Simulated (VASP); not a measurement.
# Sb (P6_3/mmc) in VASP: further runs

Sb is run at these levels: PBEsol; tasks: relaxation of cell and atoms.

Everything below comes from runs of VASP 6.6.1. Logs are shortened: lines on timing, memory, paths and dates and some standing lists are left out, and cuts for length are marked.

## Step 1: The cell of the first run

It takes space group P6_3/mmc (No. 194, hexagonal). The conventional cell has a = 3.326 Å, b = 3.326 Å, c = 5.514 Å, α = 90.00°, β = 90.00°, γ = 120.00°. Within 4.4 Å of Sb (site symmetry -6m2) lie 12 Sb at 3.33 to 3.36 Å.

This isn't the form of Sb at room conditions, which is rhombohedral.

## Step 2: Relaxation of cell and atoms, PBEsol, target pressure -1 GPa, at which the enthalpy is minimised

Input file INCAR:

```
SYSTEM = Sb
ALGO = Normal
EDIFF = 1E-7
EDIFFG = -0.008
ENCUT = 500
GGA = PS
GGA_COMPAT = .False.
IBRION = 2
ISIF = 3
ISMEAR = 0
LASPH = .True.
LCHARG = .False.
LREAL = .False.
LWAVE = .False.
NELM = 120
NELMIN = 4
NSW = 70
PREC = Accurate
PSTRESS = -10.0
SIGMA = 0.1
```

Input file KPOINTS:

```
k-points
0
Gamma
  15 15 8
  0 0 0
```

Input file POSCAR:

```
Sb
1.0
    3.3259850412      0.0000000000      0.0000000000
   -1.6629925206      2.8803875383      0.0000000000
    0.0000000000      0.0000000000      5.5135348619
Sb
2
Direct
    0.3333333333      0.6666666667      0.2500000000
    0.6666666667      0.3333333333      0.7500000000
```

Potentials or basis: VASP PAW PBE potentials, release 64 (Sb).

On the command line:

```sh
cat potpaw_PBE.64/Sb/POTCAR > POTCAR
mpirun -np 1 vasp_std > vasp.out
```

OUTCAR:

```text
SYSTEM = Sb
   EDIFF = 1E-7
   EDIFFG = -0.008
   ENCUT = 500
   GGA = PS
   IBRION = 2
   ISIF = 3
   ISMEAR = 0
   LASPH = .True.
   LREAL = .False.
   NELM = 120
   NELMIN = 4
   NSW = 70
   PREC = Accurate
   PSTRESS = -10.0

 ion  position               nearest neighbor table
   1  0.333  0.667  0.250-   2 3.36   2 3.36   2 3.36   2 3.36   2 3.36   2 3.36
   2  0.667  0.333  0.750-   1 3.36   1 3.36   1 3.36   1 3.36   1 3.36   1 3.36

  LATTYP: Found a hexagonal cell.
 ALAT       =     3.3259850412
 C/A-ratio  =     1.6577148705

  Lattice vectors:

 A1 = (   3.3259850412,   0.0000000000,   0.0000000000)
 A2 = (  -1.6629925206,   2.8803875383,   0.0000000000)
 A3 = (   0.0000000000,   0.0000000000,   5.5135348619)

Analysis of symmetry for initial positions (statically):
=====================================================================
 Subroutine PRICEL returns:
 Original cell was already a primitive cell.

 Routine SETGRP: Setting up the symmetry group for a
 hexagonal supercell.

 Subroutine GETGRP returns: Found 24 space group operations
 (whereof 12 operations were pure point group operations)
 out of a pool of 24 trial point group operations.

The static configuration has the point symmetry D_3d.
 The point group associated with its full space group is D_6h.

Analysis of symmetry for dynamics (positions and initial velocities):
=====================================================================
 Subroutine PRICEL returns:
 Original cell was already a primitive cell.

 Routine SETGRP: Setting up the symmetry group for a
 hexagonal supercell.

 Subroutine GETGRP returns: Found 24 space group operations
 (whereof 12 operations were pure point group operations)
 out of a pool of 24 trial point group operations.

The dynamic configuration has the point symmetry D_3d.
 The point group associated with its full space group is D_6h.

 Subroutine INISYM returns: Found 24 space group operations
 (whereof 12 operations are pure point group operations),
 and found     1 'primitive' translations

----------------------------------------------------------------------------------------

                                     Primitive cell

  volume of cell :      52.8204

  direct lattice vectors                    reciprocal lattice vectors
     3.325985041  0.000000000  0.000000000     0.300662807  0.173587753  0.000000000
    -1.662992521  2.880387538  0.000000000     0.000000000  0.347175506  0.000000000
     0.000000000  0.000000000  5.513534862     0.000000000  0.000000000  0.181371847

  length of vectors
     3.325985041  3.325985041  5.513534862     0.347175506  0.347175506  0.181371847

  position of ions in fractional coordinates (direct lattice)
     0.333333333  0.666666667  0.250000000
     0.666666667  0.333333333  0.750000000

  ion indices of the primitive-cell ions
   primitive index   ion index
                 1           1
                 2           2

----------------------------------------------------------------------------------------

 KPOINTS: k-points

Automatic generation of k-mesh.
 Grid dimensions read from file:
 generate k-points for:   15   15    8

 Generating k-lattice:

  Cartesian coordinates                     Fractional coordinates (reciprocal lattice)
     0.020044187  0.011572517  0.000000000     0.066666667  0.000000000  0.000000000
     0.000000000  0.023145034  0.000000000     0.000000000  0.066666667  0.000000000
     0.000000000  0.000000000  0.022671481     0.000000000  0.000000000  0.125000000

  Length of vectors
     0.023145034  0.023145034  0.022671481

  Shift w.r.t. Gamma in fractional coordinates (k-lattice)
     0.000000000  0.000000000  0.000000000

 Subroutine IBZKPT returns following result:
 ===========================================

 Found    135 irreducible k-points:

 Following reciprocal coordinates:
            Coordinates               Weight
  0.000000  0.000000  0.000000      1.000000
  0.066667  0.000000  0.000000      6.000000
  0.133333  0.000000  0.000000      6.000000
  0.200000  0.000000  0.000000      6.000000
  0.266667  0.000000  0.000000      6.000000
  0.333333  0.000000  0.000000      6.000000
[... 16 lines left out ...]
  0.333333  0.200000  0.000000     12.000000
  0.400000  0.200000  0.000000      6.000000
 [... further k-points ...]
   k-points           NKPTS =    135   k-points in BZ     NKDIM =    135   number of bands    NBANDS=      9
   number of dos      NEDOS =    301   number of ions     NIONS =      2
   total plane-waves  NPLWV =  23040
   dimension x,y,z NGX =    24 NGY =   24 NGZ =   40
   dimension x,y,z NGXF=    48 NGYF=   48 NGZF=   80
   ions per type =               2
   NGX,Y,Z   is equivalent  to a cutoff of  12.00, 12.00, 12.06 a.u.
   NGXF,Y,Z  is equivalent  to a cutoff of  23.99, 23.99, 24.12 a.u.
 SYSTEM =  Sb
   PREC   = accura    normal or accurate (medium, high low for compatibility)
   ISTART =      0    job   : 0-new  1-cont  2-samecut
   ICHARG =      2    charge: 1-file 2-atom 10-const
   ISPIN  =      1    spin polarized calculation?
   LNONCOLLINEAR =      F non collinear calculations
   LSORBIT =      F    spin-orbit coupling
   LASPH  =      T    aspherical Exc in radial PAW
   ENCUT  =  500.0 eV  36.75 Ry    6.06 a.u.   6.06  6.06 10.05*2*pi/ulx,y,z
   NELM   =    120;   NELMIN=  4; NELMDL= -5     # of ELM steps
   EDIFF  = 0.1E-06   stopping-criterion for ELM
   LREAL  =      F    real-space projection
   EDIFFG = -.8E-02   stopping-criterion for IOM
   NSW    =     70    number of steps for IOM
   IBRION =      2    ionic relax: 0-MD 1-quasi-New 2-CG
   NFREE  =      1    steps in history (QN), initial steepest desc. (CG)
   ISIF   =      3    stress and relaxation
   ISYM   =      2    0-nonsym 1-usesym 2-fastsym
   POTIM  = 0.5000    time-step for ionic-motion
   TEBEG  =    0.0;   TEEND  =   0.0 temperature during run
   PSTRESS=  -10.0 pullay stress
   NELECT =      10.0000    total number of electrons
   NUPDOWN=      -1.0000    fix difference up-down
   EMIN   =  10.00;   EMAX   =-10.00  energy-range for DOS
   EFERMI =   0.00;   METHOD = LEGACY
   ISMEAR =     0;   SIGMA  =   0.10  broadening in eV -4-tet -1-fermi 0-gaus
   EFERMI_NEDOS =   21; number of points for ismear=-14 and -15
   IALGO  =     38    algorithm
   IMIX   =      4    mixing-type and parameters
     AMIX     =   0.40;   BMIX     =  1.00
     AMIX_MAG =   1.60;   BMIX_MAG =  1.00
  volume/ion in A,a.u.               =      26.41       178.22
  Fermi-wavevector in a.u.,A,eV,Ry     =   0.940029  1.776396 12.022839  0.883654
  Thomas-Fermi vector in A             =   2.067400
   LORBIT       =      0    0 simple, 1 ext, 2 COOP (PROOUT), +10 PAW based schemes
   GGA     = PS    functional components
   LHFCALC =     F    Hartree Fock is set to
   AEXX    =    0.0000 exact exchange contribution
   IVDW    =     0    specifies the selected vdW correction
   LEPSILON=     F    determine dielectric tensor
   LRPA    =     F    only Hartree local field effects (RPA)
 conjugate gradient relaxation of ions
 non-spin polarized calculation
 Gauss-broadening in eV      SIGMA  =   0.10
  energy-cutoff  :      500.00
  volume of cell :       52.82
 maximum number of plane-waves:      1368
   NGX = 13   NGY = 13   NGZ = 21

--------------------------------------- Ionic step        1  -------------------------------------------

 number of electron      10.0000001 magnetization

 Free energy of the ion-electron system (eV)
  ---------------------------------------------------
  ext. energy  EPLUGINS =         0.00000000
  ---------------------------------------------------
  free energy    TOTEN  =        -8.68528088 eV

  energy without entropy =       -8.67746247  energy(sigma->0) =       -8.68137167

------------------------ aborting loop because EDIFF is reached ----------------------------------------

  FORCE on cell =-STRESS in cart. coord.  units (eV):
  Direction    XX          YY          ZZ          XY          YZ          ZX
  --------------------------------------------------------------------------------------
  -------------------------------------------------------------------------------------
  Total       -0.2267682     -0.2267682     -0.2152290      0.0000000      0.0000000      0.0000000
  in kB       -6.8784626     -6.8784626     -6.5284479      0.0000000      0.0000000      0.0000000
  external PRESSURE =       3.2382090 kB  Pullay stress =     -10.0000000 kB
[... 61 lines left out ...]
  enthalpy is  TOTEN    =        -9.0151369852 eV   P V=       -0.3322320379

--------------------------------------- Ionic step        3  -------------------------------------------

 number of electron      10.0000001 magnetization

 Free energy of the ion-electron system (eV)
  ---------------------------------------------------
  ext. energy  EPLUGINS =         0.00000000
  ---------------------------------------------------
  free energy    TOTEN  =        -8.68391881 eV

  energy without entropy =       -8.67604144  energy(sigma->0) =       -8.67998013

 E-fermi :   8.6148     XC(G=0): -10.3945

 val. band max:        8.5953251116   @ k =   0.4667   0.0667   0.1250
 cond. band min:       8.6147986631   @ k =   0.4000   0.0667   0.3750
 fundamental gap:      0.0194735514
 Fermi energy:         8.6147849537

 k-point     1 :       0.0000    0.0000    0.0000
  band No.  band energies     occupation
      1      -4.4852      2.00000
      2      -0.7915      2.00000
      3       2.6229      2.00000
      4      12.3817      0.00000
      5      12.3817      0.00000
      6      13.8393      0.00000
      7      13.9697      0.00000
      8      13.9697      0.00000
      9      16.5369      0.00000
[... 265 lines left out ...]
 k-point    24 :       0.4000    0.2000    0.0000
  band No.  band energies     occupation
      1      -0.3157      2.00000
      2       0.7125      2.00000
      3       4.3261      2.00000
      4       5.8701      2.00000
      5       6.4331      2.00000
      6       6.8440      2.00000
      7       8.4554      1.97577
      8       9.2095      0.00000
      9      13.0247      0.00000

 [... further k-points ...]

------------------------ aborting loop because EDIFF is reached ----------------------------------------

  FORCE on cell =-STRESS in cart. coord.  units (eV):
  Direction    XX          YY          ZZ          XY          YZ          ZX
  --------------------------------------------------------------------------------------
  -------------------------------------------------------------------------------------
  Total       -0.3387687     -0.3387687     -0.3180980      0.0000000      0.0000000      0.0000000
  in kB      -10.2253821    -10.2253821     -9.6014581      0.0000000      0.0000000      0.0000000
  external PRESSURE =      -0.0174074 kB  Pullay stress =     -10.0000000 kB
[... 17 lines left out ...]
  FREE ENERGIE OF THE ION-ELECTRON SYSTEM (eV)
  ---------------------------------------------------
  free  energy   TOTEN  =        -8.6839188131 eV

  energy  without entropy=       -8.6760414383  energy(sigma->0) =       -8.67998013

  enthalpy is  TOTEN    =        -9.0152205288 eV   P V=       -0.3313017157

 reached required accuracy - stopping structural energy minimisation
```

Run time: 92 s. Hardware: 1 thread of Intel Xeon Platinum 8259CL at 2.50GHz (Skylake/Cascade Lake), shared host; peak memory 0.2 GiB.

What came out:

| Item | Value |
| --- | --- |
| Free energy | -8.6839 eV |
| Relaxed volume | 26.54 Å³/atom |
| Relaxed cell | a = 3.331 Å, b = 3.331 Å, c = 5.523 Å, α = 90.00°, β = 90.00°, γ = 120.00° |
| Space group after relaxing (to 0.1 Å) | P6_3/mmc (No. 194) |
| Energy change on relaxing (the run minimises the enthalpy) | +0.7 meV/atom |
| Ionic steps | 3 |
| Pressure after relaxing | -1.0 GPa |
| Band gap on the k mesh | zero (bands 5 and 6 overlap by 7.91 eV) |

The path:
| step | energy change (eV) | largest force (eV/Å) | pressure (GPa) | volume (Å³) |
| --- | --- | --- | --- | --- |
| 1 | 0.0000 | 0.0000 | -0.68 | 52.82 |
| 2 | 0.0024 | 0.0000 | -1.18 | 53.23 |
| 3 | 0.0014 | 0.0000 | -1.00 | 53.08 |

Final structure:
```
CELL_PARAMETERS angstrom
3.33124 0.00000 0.00000
-1.66562 2.88494 0.00000
0.00000 0.00000 5.52322
ATOMIC_POSITIONS crystal
Sb 0.33333 0.66667 0.25000
Sb 0.66667 0.33333 0.75000
```

Levels at points of the mesh, in eV from the Fermi level:
| k point | band 2 | band 3 | band 4 | band 5 | band 6 | band 7 | band 8 | band 9 |
| --- | --- | --- | --- | --- | --- | --- | --- | --- |
| (0.00, 0.00, 0.00) | -9.41 | -5.99 | 3.77 | 3.77 | 5.22 | 5.35 | 5.35 | 7.92 |
| (0.00, 0.00, 0.50) | -11.89 | -1.04 | -1.04 | 4.55 | 4.55 | 4.55 | 4.55 | 8.82 |

Caveat: the cell is relaxed towards a set pressure, so the run minimises the enthalpy, not the energy; the PAW data sets were made with another functional, which shifts forces and pressure a little; spin-orbit coupling is left out, which moves the levels of the heavy elements.

## Step 3: Relaxation of cell and atoms, PBEsol, target pressure 50 GPa, at which the enthalpy is minimised

This run uses another cell than the first one, of 19.34 Å³/atom.

Input file INCAR:

```
PREC = Accurate
ENCUT = 500
EDIFF = 1E-7
ISMEAR = 0
SIGMA = 0.1
LREAL = False
LASPH = True
NELM = 120
ALGO = Normal
ISIF = 3
LWAVE = False
LCHARG = False
GGA = PS
IBRION = 2
NSW = 70
EDIFFG = -0.008
PSTRESS = 500.0
GGA_COMPAT = False
NELMIN = 4
```

Input file KPOINTS:

```
regular mesh
0
Gamma
  18 18 8
```

Input file POSCAR:

```
Sb
1.0
    3.0030677149      0.0000000000      0.0000000000
   -1.5015338575      2.6007329304      0.0000000000
    0.0000000000      0.0000000000      4.9523402920
Sb
2
Direct
    0.3333333333      0.6666666667      0.2500000000
    0.6666666667      0.3333333333      0.7500000000
```

Potentials or basis: VASP PAW PBE potentials, release 64 (Sb).

On the command line:

```sh
cat potpaw_PBE.64/Sb/POTCAR > POTCAR
mpirun -np 1 vasp_std > vasp.out
```

It took 3.5 min on 1 thread of Intel Xeon Platinum 8259CL at 2.50GHz (Skylake/Cascade Lake), shared host; peak memory 0.2 GiB.

Results (log left out):

| Property | Result |
| --- | --- |
| Free energy | -6.9907 eV |
| Relaxed volume | 18.69 Å³/atom |
| Relaxed cell | a = 2.980 Å, b = 2.980 Å, c = 4.861 Å, α = 90.00°, β = 90.00°, γ = 120.00° |
| Space group after relaxing (to 0.1 Å) | P6_3/mmc (No. 194) |
| Energy change on relaxing (the run minimises the enthalpy) | +183.4 meV/atom |
| Ionic steps | 10 |
| Pressure after relaxing | 50.0 GPa |
| Band gap on the k mesh | zero (bands 5 and 6 overlap by 11.80 eV) |

The path:
| step | energy change (eV) | largest force (eV/Å) | pressure (GPa) | volume (Å³) |
| --- | --- | --- | --- | --- |
| 1 | 0.0000 | 0.0000 | 41.54 | 38.68 |
| 2 | 2.1199 | 0.0000 | 88.96 | 33.24 |
| 3 | 0.3519 | 0.0000 | 49.65 | 37.43 |
| 4 | 0.3715 | 0.0000 | 50.09 | 37.37 |
| 5 | 0.3796 | 0.0000 | 50.27 | 37.35 |
| 6 | 0.3749 | 0.0000 | 50.19 | 37.36 |
| 7 | 0.3757 | 0.0000 | 50.22 | 37.35 |
| 8 | 0.3757 | 0.0000 | 50.22 | 37.35 |
| 9 | 0.3423 | 0.0000 | 49.46 | 37.46 |
| 10 | 0.3668 | 0.0000 | 50.01 | 37.38 |

Final structure:
```cif
data_structure
_symmetry_space_group_name_H-M 'P 1'
_symmetry_Int_Tables_number 1
_cell_length_a 2.9798
_cell_length_b 2.9798
_cell_length_c 4.8614
_cell_angle_alpha 90.000
_cell_angle_beta 90.000
_cell_angle_gamma 120.000
_cell_volume 37.38
loop_
_atom_site_label
_atom_site_type_symbol
_atom_site_fract_x
_atom_site_fract_y
_atom_site_fract_z
_atom_site_occupancy
Sb1 Sb 0.33333 0.66667 0.25000 1
Sb2 Sb 0.66667 0.33333 0.75000 1
```

Levels at points of the mesh, in eV from the Fermi level:
```csv
k point,band 3,band 4,band 5,band 6,band 7,band 8
"(0.00, 0.00, 0.00)",-8.64,5.42,5.42,7.74,7.74,8.52
"(0.50, 0.00, 0.00)",-4.55,-4.13,-3.57,-0.96,0.29,4.58
"(0.00, 0.00, 0.50)",-0.81,-0.81,6.73,6.73,6.73,6.73
"(0.50, 0.00, 0.50)",-7.85,-7.85,2.17,2.17,2.97,2.97
```

Caveat: the cell is relaxed towards a set pressure, so the run minimises the enthalpy, not the energy; the PAW data sets were made with another functional, which shifts forces and pressure a little; spin-orbit coupling is left out, which moves the levels of the heavy elements.

## Step 4: Relaxation of cell and atoms, PBEsol, target pressure 90 GPa, at which the enthalpy is minimised

This run uses another cell than the first one, of 17.19 Å³/atom.

INCAR: that of step 3 with these lines changed.

```diff
@@ -16,3 +16,3 @@
 EDIFFG = -0.008
-PSTRESS = 500.0
+PSTRESS = 900.0
 GGA_COMPAT = False
```

Input file KPOINTS:

```
regular mesh
0
Gamma
  18 18 10
```

Input file POSCAR:

```
Sb
1.0
    2.8975957777      0.0000000000      0.0000000000
   -1.4487978889      2.5093915533      0.0000000000
    0.0000000000      0.0000000000      4.7277273494
Sb
2
Direct
    0.3333333333      0.6666666667      0.2500000000
    0.6666666667      0.3333333333      0.7500000000
```

On the command line:

```sh
cat potpaw_PBE.64/Sb/POTCAR > POTCAR
mpirun -np 1 vasp_std > vasp.out
```

It took 7.1 min on 1 thread of Intel Xeon Platinum 8259CL at 2.50GHz (Skylake/Cascade Lake), shared host; peak memory 0.22 GiB.

It converged, with:

```yaml
Free_energy: -5.1797 eV
Relaxed_volume: 16.56 Å³/atom
Relaxed_cell: a = 2.899 Å, b = 2.899 Å, c = 4.550 Å, α = 90.00°, β = 90.00°, γ = 120.00°
Space_group_after_relaxing_to_0.1_Å: P6_3/mmc (No. 194)
Energy_change_on_relaxing_the_run_minimises_the_enthalpy: +324.4 meV/atom
Ionic_steps: 15
Pressure_after_relaxing: 90.0 GPa
Band_gap_on_the_k_mesh: zero (bands 5 and 6 overlap by 12.80 eV)
```

Step by step:
```tsv
step	energy change (eV)	largest force (eV/Å)	pressure (GPa)	volume (Å³)
1	0.0000	0.0000	76.09	34.38
2	5.4694	0.0000	198.10	27.47
3	0.5782	0.0000	88.81	33.25
4	0.6257	0.0000	89.86	33.16
5	0.6392	0.0000	90.15	33.14
6	0.6426	0.0000	90.11	33.13
7	0.6507	0.0000	90.15	33.11
8	0.6795	0.0000	90.67	33.06
9	0.6540	0.0000	90.18	33.10
10	0.6643	0.0000	90.34	33.09
11	0.6589	0.0000	90.25	33.09
12	0.6612	0.0000	90.29	33.09
13	0.6619	0.0000	90.30	33.09
14	0.5581	0.0000	88.00	33.28
15	0.6489	0.0000	90.01	33.11
```

Final structure:
```xyz
2
Lattice="2.8989 0.0000 0.0000 -1.4494 2.5105 0.0000 0.0000 0.0000 4.5498" Properties=species:S:1:pos:R:3 pbc="T T T"
Sb    0.0000    1.6737    1.1375
Sb    1.4494    0.8368    3.4124
```

Levels at points of the mesh, in eV from the Fermi level:
```
           k point  band 3  band 4  band 5  band 6  band 7  band 8
(0.00, 0.00, 0.00)   -9.59    5.45    5.45    8.04    8.04    8.65
(0.50, 0.00, 0.00)   -4.06   -4.03   -3.97   -1.19   -0.22    4.38
(0.00, 0.00, 0.50)    0.07    0.07    7.05    7.05    7.05    7.05
(0.50, 0.00, 0.50)   -8.74   -8.74    2.07    2.07    3.92    3.92
```

Caveat: the cell is relaxed towards a set pressure, so the run minimises the enthalpy, not the energy; the PAW data sets were made with another functional, which shifts forces and pressure a little; spin-orbit coupling is left out, which moves the levels of the heavy elements.

## Step 5: Summary

| cell | k mesh | gap on the mesh (eV) | pressure (GPa) |
| --- | --- | --- | --- |
| relaxed to -1 GPa from a = 3.326, b = 3.326, c = 5.514 Å, angles 90.0, 90.0, 120.0°, 2 atoms | 15 × 15 × 8 | none | -1.0 |
| relaxed to 50 GPa from a = 3.003, b = 3.003, c = 4.952 Å, angles 90.0, 90.0, 120.0°, 2 atoms | 18 × 18 × 8 | none | 50.0 |
| relaxed to 90 GPa from a = 2.898, b = 2.898, c = 4.728 Å, angles 90.0, 90.0, 120.0°, 2 atoms | 18 × 18 × 10 | none | 90.0 |

Alike in all rows: task relaxation of cell and atoms; level PBEsol; potentials or basis VASP PAW PBE potentials, release 64 (Sb); no spin polarisation; cutoff (eV) 500; smearing gaussian 0.1 eV.

Caveats: the cell is relaxed towards a set pressure, so the run minimises the enthalpy, not the energy; the PAW data sets were made with another functional, which shifts forces and pressure a little; spin-orbit coupling is left out, which moves the levels of the heavy elements.

Absolute energies hang on the potentials; compare differences alone.
